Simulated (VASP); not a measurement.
A run of VASP 6.6.1 is set up as follows.

File INCAR:

```
SYSTEM = MgO
  PREC = Accurate
  ENCUT = 520
  EDIFF = 1E-6
  ISMEAR = 0
  SIGMA = 0.05
  LREAL = .FALSE.
  LASPH = .TRUE.
  NELM = 60
  ALGO = Normal
  ISIF = 2
  LWAVE = .FALSE.
  LCHARG = .FALSE.
  NBANDS = 36
```

Contents of KPOINTS:

```
regular mesh
0
G
  4 4 4
  0 0 0
```

Contents of POSCAR:

```
MgO
1.0
    5.5230736673      0.0000000000      0.0000000000
    0.0000000000      5.5230736673      0.0000000000
    0.0000000000      0.0000000000      5.5230736673
Mg O
6 6
Direct
    0.2500000000     -0.0024171061      0.5000000000
    0.0000000000      0.5024171061      0.2500000000
    0.5000000000      0.7500000000      0.0000000000
    0.7500000000     -0.0024171061      0.5000000000
    0.0000000000      0.5024171061      0.7500000000
    0.5000000000      0.2500000000      0.0000000000
    0.2500000000      0.5237576573      0.0000000000
    0.5000000000     -0.0237576573      0.2500000000
    0.0000000000      0.7500000000      0.5000000000
    0.7500000000      0.5237576573      0.0000000000
    0.5000000000     -0.0237576573      0.7500000000
    0.0000000000      0.2500000000      0.5000000000
```

Potentials or basis: VASP PAW LDA potentials, release 64 (Mg, O).

Launch:

```console
$ cat potpaw_LDA.64/Mg/POTCAR potpaw_LDA.64/O/POTCAR > POTCAR
$ mpirun -np 1 vasp_std > vasp.out
```

(1) Estimate the largest force.

(2) Predict the pressure.

Results:

(1) 1.791 eV/Å.

(2) -0.1 GPa.

Caveat: the cell differs from its parent crystal (atoms displaced along several vibrational modes); forces of over 1 eV/Å act on the atoms, so gaps and moduli don't describe the material at rest.
